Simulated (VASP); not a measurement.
# In2O3 (R-3c) in VASP: notebook, part 2 of 3

VASP 6.6.1. Earlier steps stand in the parts before.

## Step 3: Single point, PBE

This run uses another cell than the first one, of 13.24 Å³/atom.

The input, INCAR:

```
SYSTEM = In2O3
ALGO = Normal
EDIFF = 1E-6
ENCUT = 600
GGA = PE
GGA_COMPAT = .FALSE.
ISIF = 2
ISMEAR = -1
LASPH = .TRUE.
LCHARG = .FALSE.
LREAL = .FALSE.
LWAVE = .FALSE.
NBANDS = 55
NELM = 120
PREC = Accurate
SIGMA = 0.05
```

The input, KPOINTS:

```
k-points
0
G
  6 6 6
  0 0 0
```

The input, POSCAR:

```
In2O3
1.0
    2.7876234339      1.6094351399      4.9188513126
   -2.7876234339      1.6094351399      4.9188513126
    0.0000000000     -3.2188702799      4.9188513126
In O
4 6
Direct
    0.8572074519      0.8572074519      0.8572074519
    0.6427925481      0.6427925481      0.6427925481
    0.1427925481      0.1427925481      0.1427925481
    0.3572074519      0.3572074519      0.3572074519
    0.0465476515      0.7500000000      0.4534523485
    0.7500000000      0.4534523485      0.0465476515
    0.4534523485      0.0465476515      0.7500000000
    0.9534523485      0.2500000000      0.5465476515
    0.2500000000      0.5465476515      0.9534523485
    0.5465476515      0.9534523485      0.2500000000
```

Potentials or basis: VASP PAW PBE potentials, release 64 (In_d, O).

Command:

```console
cat potpaw_PBE.64/In_d/POTCAR potpaw_PBE.64/O/POTCAR > POTCAR
mpirun -np 1 vasp_std > vasp.out
```

OUTCAR:

```text
SYSTEM = In2O3
   EDIFF = 1E-6
   ENCUT = 600
   GGA = PE
   ISIF = 2
   ISMEAR = -1
   LASPH = .TRUE.
   LREAL = .FALSE.
   NELM = 120
   PREC = Accurate

 ion  position               nearest neighbor table
   1  0.857  0.857  0.857-   8 2.16  10 2.16   9 2.16   6 2.29   5 2.29   7 2.29   2 3.16   3 3.30
                             3 3.30   3 3.30   2 3.67   2 3.67   2 3.67
   2  0.643  0.643  0.643-   9 2.16  10 2.16   8 2.16   5 2.29   6 2.29   7 2.29   1 3.16   4 3.30
                             4 3.30   4 3.30   1 3.67   1 3.67   1 3.67
   3  0.143  0.143  0.143-   5 2.16   7 2.16   6 2.16   9 2.29   8 2.29  10 2.29   4 3.16   1 3.30
                             1 3.30   1 3.30   4 3.67   4 3.67   4 3.67
   4  0.357  0.357  0.357-   6 2.16   7 2.16   5 2.16   8 2.29   9 2.29  10 2.29   3 3.16   2 3.30
                             2 3.30   2 3.30   3 3.67   3 3.67   3 3.67
   5  0.047  0.750  0.453-   3 2.16   4 2.16   2 2.29   1 2.29
   6  0.750  0.453  0.047-   4 2.16   3 2.16   1 2.29   2 2.29
   7  0.453  0.047  0.750-   3 2.16   4 2.16   1 2.29   2 2.29
   8  0.953  0.250  0.547-   1 2.16   2 2.16   4 2.29   3 2.29
   9  0.250  0.547  0.953-   2 2.16   1 2.16   3 2.29   4 2.29
  10  0.547  0.953  0.250-   1 2.16   2 2.16   3 2.29   4 2.29

  LATTYP: Found a trigonal (rhomboedric) cell.
 ALAT       =     5.8784542283
 COS(alpha) =     0.5502492180

  Lattice vectors:

 A1 = (   2.7876234339,   1.6094351399,   4.9188513126)
 A2 = (  -2.7876234339,   1.6094351399,   4.9188513126)
 A3 = (   0.0000000000,  -3.2188702799,   4.9188513126)

Analysis of symmetry for initial positions (statically):
=====================================================================
 Subroutine PRICEL returns:
 Original cell was already a primitive cell.

 Routine SETGRP: Setting up the symmetry group for a
 trigonal (rhombohedral) supercell.

 Subroutine GETGRP returns: Found 12 space group operations
 (whereof  6 operations were pure point group operations)
 out of a pool of 12 trial point group operations.

The static configuration has the point symmetry S_6 .
 The point group associated with its full space group is D_3d.

Analysis of symmetry for dynamics (positions and initial velocities):
=====================================================================
 Subroutine PRICEL returns:
 Original cell was already a primitive cell.

 Routine SETGRP: Setting up the symmetry group for a
 trigonal (rhombohedral) supercell.

 Subroutine GETGRP returns: Found 12 space group operations
 (whereof  6 operations were pure point group operations)
 out of a pool of 12 trial point group operations.

The dynamic configuration has the point symmetry S_6 .
 The point group associated with its full space group is D_3d.

 Subroutine INISYM returns: Found 12 space group operations
 (whereof  6 operations are pure point group operations),
 and found     1 'primitive' translations

----------------------------------------------------------------------------------------

                                     Primitive cell

  volume of cell :     132.4105

  direct lattice vectors                    reciprocal lattice vectors
[... 57 lines left out ...]

 Following reciprocal coordinates:
            Coordinates               Weight
  0.000000  0.000000  0.000000      1.000000
  0.166667 -0.000000 -0.000000      6.000000
  0.333333 -0.000000 -0.000000      6.000000
  0.500000 -0.000000  0.000000      3.000000
  0.166667  0.166667 -0.000000      6.000000
  0.333333  0.166667  0.000000     12.000000
[... 16 lines left out ...]
  0.500000  0.500000  0.166667      6.000000
 -0.333333  0.500000  0.166667     12.000000
 [... further k-points ...]
   k-points           NKPTS =     32   k-points in BZ     NKDIM =     32   number of bands    NBANDS=     55
   number of dos      NEDOS =    301   number of ions     NIONS =     10
   total plane-waves  NPLWV = 110592
   dimension x,y,z NGX =    48 NGY =   48 NGZ =   48
   dimension x,y,z NGXF=    96 NGYF=   96 NGZF=   96
   ions per type =               4   6
   NGX,Y,Z   is equivalent  to a cutoff of  13.57, 13.57, 13.57 a.u.
   NGXF,Y,Z  is equivalent  to a cutoff of  27.15, 27.15, 27.15 a.u.
 SYSTEM =  In2O3
   PREC   = accura    normal or accurate (medium, high low for compatibility)
   ISTART =      0    job   : 0-new  1-cont  2-samecut
   ICHARG =      2    charge: 1-file 2-atom 10-const
   ISPIN  =      1    spin polarized calculation?
   LNONCOLLINEAR =      F non collinear calculations
   LSORBIT =      F    spin-orbit coupling
   LASPH  =      T    aspherical Exc in radial PAW
   ENCUT  =  600.0 eV  44.10 Ry    6.64 a.u.  11.74 11.74 11.74*2*pi/ulx,y,z
   NELM   =    120;   NELMIN=  2; NELMDL= -5     # of ELM steps
   EDIFF  = 0.1E-05   stopping-criterion for ELM
   LREAL  =      F    real-space projection
[... 7 lines left out ...]
   TEBEG  =    0.0;   TEEND  =   0.0 temperature during run
   PSTRESS=    0.0 pullay stress
   NELECT =      88.0000    total number of electrons
   NUPDOWN=      -1.0000    fix difference up-down
   EMIN   =  10.00;   EMAX   =-10.00  energy-range for DOS
   EFERMI =   0.00;   METHOD = LEGACY
   ISMEAR =    -1;   SIGMA  =   0.05  broadening in eV -4-tet -1-fermi 0-gaus
   EFERMI_NEDOS =   21; number of points for ismear=-14 and -15
   IALGO  =     38    algorithm
   IMIX   =      4    mixing-type and parameters
     AMIX     =   0.40;   BMIX     =  1.00
     AMIX_MAG =   1.60;   BMIX_MAG =  1.00
  volume/ion in A,a.u.               =      13.24        89.36
  Fermi-wavevector in a.u.,A,eV,Ry     =   1.428658  2.699772 27.770349  2.041063
  Thomas-Fermi vector in A             =   2.548696
   LORBIT       =      0    0 simple, 1 ext, 2 COOP (PROOUT), +10 PAW based schemes
   GGA     = PE    functional components
   LHFCALC =     F    Hartree Fock is set to
   AEXX    =    0.0000 exact exchange contribution
   IVDW    =     0    specifies the selected vdW correction
   LEPSILON=     F    determine dielectric tensor
   LRPA    =     F    only Hartree local field effects (RPA)
 non-spin polarized calculation
  energy-cutoff  :      600.00
  volume of cell :      132.41
 maximum number of plane-waves:      4442
   NGX = 23   NGY = 23   NGZ = 23

 number of electron      88.0000008 magnetization

 Free energy of the ion-electron system (eV)
  ---------------------------------------------------
  ext. energy  EPLUGINS =         0.00000000
  ---------------------------------------------------
  free energy    TOTEN  =       -55.48794238 eV

  energy without entropy =      -55.48793712  energy(sigma->0) =      -55.48793975

 E-fermi :   5.6425     XC(G=0): -10.9763

 val. band max:        5.0609628489   @ k =  -0.1667   0.1667   0.0000
 cond. band min:       6.0224093177   @ k =   0.0000   0.0000   0.0000
 fundamental gap:      0.9614464688
 Fermi energy:         5.6424678014

 k-point     1 :       0.0000    0.0000    0.0000
  band No.  band energies     occupation
      1     -12.2842      2.00000
      2     -11.4828      2.00000
      3     -11.4828      2.00000
      4     -11.2868      2.00000
      5     -11.2868      2.00000
      6     -11.2069      2.00000
[... 1381 lines left out ...]
     54      15.4101      0.00000
     55      16.0200      0.00000

 [... further k-points ...]

------------------------ aborting loop because EDIFF is reached ----------------------------------------

  FORCE on cell =-STRESS in cart. coord.  units (eV):
  Direction    XX          YY          ZZ          XY          YZ          ZX
  --------------------------------------------------------------------------------------
  -------------------------------------------------------------------------------------
  Total        0.2799444      0.2799444      0.1508107      0.0000000     -0.0000000      0.0000000
  in kB        3.3873487      3.3873487      1.8248210      0.0000000     -0.0000000      0.0000000
  external PRESSURE =       2.8665061 kB  Pullay stress =       0.0000000 kB

 VOLUME and BASIS-vectors are now :
 -----------------------------------------------------------------------------
  energy-cutoff  :      600.00
  volume of cell :      132.41
      direct lattice vectors                 reciprocal lattice vectors
     2.787623434  1.609435140  4.918851313     0.179364255  0.103556001  0.067766499
    -2.787623434  1.609435140  4.918851313    -0.179364255  0.103556001  0.067766499
     0.000000000 -3.218870280  4.918851313     0.000000000 -0.207112002  0.067766499

 POSITION                                       TOTAL-FORCE (eV/Angst)
 -----------------------------------------------------------------------------------
      0.00000     -0.00000     12.64943         0.000000      0.000000     -0.013265
      0.00000     -0.00000      9.48540         0.000000     -0.000000      0.013265
      0.00000     -0.00000      2.10713         0.000000     -0.000000      0.013265
      0.00000     -0.00000      5.27115         0.000000      0.000000     -0.013265
     -1.96096     -0.17761      6.14856        -0.005429     -0.009403      0.000000
      0.82666      1.78705      6.14856        -0.005429      0.009403      0.000000
      1.13430     -1.60944      6.14856         0.010857     -0.000000      0.000000
      1.96096      0.17761      8.60799         0.005429      0.009403      0.000000
     -0.82666     -1.78705      8.60799         0.005429     -0.009403      0.000000
     -1.13430      1.60944      8.60799        -0.010857     -0.000000      0.000000
 -----------------------------------------------------------------------------------
    total drift:                               -0.000000      0.000000     -0.000000

  FREE ENERGIE OF THE ION-ELECTRON SYSTEM (eV)
  ---------------------------------------------------
  free  energy   TOTEN  =       -55.4879423762 eV

  energy  without entropy=      -55.4879371203  energy(sigma->0) =      -55.48793975
```

It took 4.8 min on 1 thread of Intel Xeon Platinum 8259CL at 2.50GHz (Skylake/Cascade Lake), shared host; peak memory 0.44 GiB.

Results:

```
Free energy            : -55.4879 eV
Pressure               : 0.3 GPa
Largest force          : 0.013 eV/Å
Band gap on the k mesh : 0.96 eV (least direct gap 1.04 eV)
```

Forces in eV/Å, atoms in the order of the input:
```
In   0.000  0.000 -0.013
In   0.000  0.000  0.013
In   0.000  0.000  0.013
In   0.000  0.000 -0.013
O   -0.005 -0.009  0.000
O   -0.005  0.009  0.000
O    0.011  0.000  0.000
O    0.005  0.009  0.000
O    0.005 -0.009  0.000
O   -0.011  0.000  0.000
```

Stress tensor (GPa, compression positive):
```
0.34 0.00 0.00
0.00 0.34 0.00
0.00 0.00 0.18
```

Caveat: spin-orbit coupling is left out, which moves the levels of the heavy elements.

## Step 4: Single point, PBE

This run uses another cell than the first one, of 13.24 Å³/atom.

The input, INCAR:

```
ALGO     = Normal         # electronic algorithm
EDIFF    = 1E-7           # SCF threshold, eV
ENCUT    = 520            # plane-wave cutoff, eV
GGA      = PE             # functional
ISIF     = 2              # what is computed and relaxed
ISMEAR   = -1             # smearing method
LASPH    = T              # aspherical terms in the spheres
LCHARG   = F              # write CHGCAR
LREAL    = F              # projectors in reciprocal space
LWAVE    = F              # write WAVECAR
NBANDS   = 55             # bands
NELM     = 80             # most SCF steps
PREC     = Accurate       # precision mode
SIGMA    = 0.05           # smearing width, eV
```

The input, KPOINTS:

```
k-points
0
Gamma
  6 6 6
```

POSCAR is that of step 3.

Potentials or basis: VASP PAW PBE potentials, release 64 (In_d, O).

Command:

```console
cat potpaw_PBE.64/In_d/POTCAR potpaw_PBE.64/O/POTCAR > POTCAR
mpirun -np 1 vasp_std > vasp.out
```

OUTCAR:

```text
EDIFF = 1E-7
   ENCUT = 520
   GGA = PE
   ISIF = 2
   ISMEAR = -1
   LASPH = T
   LREAL = F
   NELM = 80
   PREC = Accurate

 ion  position               nearest neighbor table
   1  0.857  0.857  0.857-   8 2.16  10 2.16   9 2.16   6 2.29   5 2.29   7 2.29   2 3.16   3 3.30
                             3 3.30   3 3.30   2 3.67   2 3.67   2 3.67
   2  0.643  0.643  0.643-   9 2.16  10 2.16   8 2.16   5 2.29   6 2.29   7 2.29   1 3.16   4 3.30
                             4 3.30   4 3.30   1 3.67   1 3.67   1 3.67
   3  0.143  0.143  0.143-   5 2.16   7 2.16   6 2.16   9 2.29   8 2.29  10 2.29   4 3.16   1 3.30
[... 1621 lines left out ...]
  external PRESSURE =       4.0980728 kB  Pullay stress =       0.0000000 kB

 VOLUME and BASIS-vectors are now :
 -----------------------------------------------------------------------------
  energy-cutoff  :      520.00
  volume of cell :      132.41
      direct lattice vectors                 reciprocal lattice vectors
     2.787623434  1.609435140  4.918851313     0.179364255  0.103556001  0.067766499
    -2.787623434  1.609435140  4.918851313    -0.179364255  0.103556001  0.067766499
     0.000000000 -3.218870280  4.918851313     0.000000000 -0.207112002  0.067766499

 POSITION                                       TOTAL-FORCE (eV/Angst)
 -----------------------------------------------------------------------------------
      0.00000     -0.00000     12.64943         0.000000      0.000000     -0.012326
      0.00000     -0.00000      9.48540         0.000000     -0.000000      0.012326
      0.00000     -0.00000      2.10713         0.000000     -0.000000      0.012326
      0.00000     -0.00000      5.27115         0.000000      0.000000     -0.012326
     -1.96096     -0.17761      6.14856        -0.005345     -0.009257     -0.000000
      0.82666      1.78705      6.14856        -0.005345      0.009257     -0.000000
      1.13430     -1.60944      6.14856         0.010690     -0.000000      0.000000
      1.96096      0.17761      8.60799         0.005345      0.009257     -0.000000
     -0.82666     -1.78705      8.60799         0.005345     -0.009257     -0.000000
     -1.13430      1.60944      8.60799        -0.010690      0.000000     -0.000000
 -----------------------------------------------------------------------------------
    total drift:                               -0.000000      0.000000     -0.000000

  FREE ENERGIE OF THE ION-ELECTRON SYSTEM (eV)
  ---------------------------------------------------
  free  energy   TOTEN  =       -55.4754443956 eV

  energy  without entropy=      -55.4754391106  energy(sigma->0) =      -55.47544175
```

Wall time 3.8 min (1 thread of Intel Xeon 6975P-C (Granite Rapids), shared host); peak memory 0.4 GiB.

Results:

- Free energy: -55.4754 eV
- Pressure: 0.4 GPa
- Largest force: 0.012 eV/Å
- Band gap on the k mesh: 0.96 eV (least direct gap 1.04 eV)

Forces on the atoms (eV/Å):
```
In   0.000  0.000 -0.012
In   0.000  0.000  0.012
In   0.000  0.000  0.012
In   0.000  0.000 -0.012
O   -0.005 -0.009  0.000
O   -0.005  0.009  0.000
O    0.011  0.000  0.000
O    0.005  0.009  0.000
O    0.005 -0.009  0.000
O   -0.011  0.000  0.000
```

Levels at points of the mesh, in eV from the valence-band top:
```tsv
k point	band 41	band 42	band 43	band 44	band 45	band 46	band 47	band 48
(0.00, 0.00, 0.00)	-0.24	-0.24	-0.08	-0.08	0.96	5.32	5.85	6.95
(0.50, 0.00, 0.00)	-0.72	-0.72	-0.06	-0.06	4.62	4.62	5.54	5.54
(0.50, 0.50, 0.00)	-0.52	-0.35	-0.10	-0.05	4.81	5.18	6.06	6.21
(0.50, 0.50, 0.50)	-0.19	-0.19	-0.19	-0.19	4.10	4.10	6.72	6.72
```

Caveat: spin-orbit coupling is left out, which moves the levels of the heavy elements. Expect the measured gap to be larger: semilocal functionals such as PBE lack the derivative discontinuity.

(Part 2 of 3 ends here.)
